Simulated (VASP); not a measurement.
Set up this calculation in VASP 6.6.1, as the native input.

- Task: single point
- Functional: PBE
- Potentials or basis: VASP PAW PBE potentials, release 64 (Sn_d, O)
- Cutoff: 520 eV
- k mesh: 12 × 12 × 12
- Occupations: gaussian, width 0.05 eV
- Spin: no spin polarisation
- Dipole correction: no
- Further INCAR settings: ALGO = Normal; EDIFF = 1e-06; NBANDS = 20

The structure of SnO2 lies in POSCAR:

```
SnO2
1.0
    1.5724397632      0.9078485206      4.7834132923
   -1.5724397632      0.9078485206      4.7834132923
    0.0000000000     -1.8156970411      4.7834132923
Sn O
1 2
Direct
    0.5000000000      0.5000000000      0.5000000000
    0.2348826742      0.2348826742      0.2348826742
    0.7651173258      0.7651173258      0.7651173258
```

One way to write it, as run:

INCAR

```
PREC     = Accurate       # precision mode
ENCUT    = 520            # plane-wave cutoff, eV
EDIFF    = 1E-6           # SCF threshold, eV
ISMEAR   = 0              # smearing method
SIGMA    = 0.05           # smearing width, eV
LREAL    = False          # projectors in reciprocal space
LASPH    = True           # aspherical terms in the spheres
NELM     = 60             # most SCF steps
ALGO     = Normal         # electronic algorithm
ISIF     = 2              # what is computed and relaxed
LWAVE    = False          # write WAVECAR
LCHARG   = False          # write CHGCAR
GGA      = PE             # functional
NBANDS   = 20             # bands
```

KPOINTS

```
Automatic mesh
0
Gamma
  12 12 12
```

Potentials or basis: VASP PAW PBE potentials, release 64 (Sn_d, O).

The run is started by

```sh
$ cat potpaw_PBE.64/Sn_d/POTCAR potpaw_PBE.64/O/POTCAR > POTCAR
$ mpirun -np 1 vasp_std > vasp.out
```

It gave:

```json
{"Pressure": "14.9 GPa", "Largest force": "1.089 eV/Å", "Band gap on the k mesh": "2.58 eV (least direct gap 2.86 eV)"}
```

Caveat: the stress differs along the axes, from 9 to 18 GPa; spin-orbit coupling is left out, which moves the levels of the heavy elements; forces of over 1 eV/Å act on the atoms, so gaps and moduli don't describe the material at rest.

It took 120 s on 1 thread of Intel(R) Xeon(R) 6975P-C (Granite Rapids), with other jobs on the host, peak memory 0.33 GiB.
